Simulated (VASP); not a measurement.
A run of VASP 6.6.1 is set up as follows.

The input INCAR:

```
SYSTEM = MgO
PREC     = Accurate       ! precision mode
ENCUT    = 600            ! plane-wave cutoff, eV
EDIFF    = 1E-6           ! SCF threshold, eV
ISMEAR   = -1             ! smearing method
SIGMA    = 5E-4           ! smearing width, eV
LREAL    = .False.        ! projectors in reciprocal space
LASPH    = .True.         ! aspherical terms in the spheres
NELM     = 120            ! most SCF steps
ALGO     = Normal         ! electronic algorithm
ISIF     = 2              ! what is computed and relaxed
LWAVE    = .False.        ! write WAVECAR
LCHARG   = .False.        ! write CHGCAR
GGA      = PE             ! functional
NBANDS   = 11             ! bands
GGA_COMPAT= .False.
```

File KPOINTS:

```
regular mesh
0
Gamma
  9 9 9
  0 0 0
```

POSCAR

```
MgO
1.0
    0.0000000000      2.1130000000      2.1130000000
    2.1130000000      0.0000000000      2.1130000000
    2.1130000000      2.1130000000      0.0000000000
Mg O
1 1
Direct
    0.0000000000      0.0000000000      0.0000000000
    0.5000000000      0.5000000000      0.5000000000
```

Potentials or basis: VASP PAW PBE potentials, release 64 (Mg, O).

Command:

```console
$ cat potpaw_PBE.64/Mg/POTCAR potpaw_PBE.64/O/POTCAR > POTCAR
$ mpirun -np 1 vasp_std > vasp.out
```

Estimate the pressure.

2.1 GPa.

Predict the band gap on the k mesh.

4.63 eV, direct.

**The experiment to reproduce.**

From “Electronic structure of alkaline earth and post-transition metal oxides”, 2009, arxiv:0908.1581, for a bulk crystal of MgO: band gap 7.83 eV.

Against the measured gap of MgO, 7.83 eV (quoted in “Electronic structure of alkaline earth and post-transition metal oxides”, 2009, arxiv:0908.1581), the calculated 4.63 eV is off by -3.20 eV. The value is that of PBE, without temperature or zero-point motion. Semilocal functionals fall short of measured gaps as a rule.
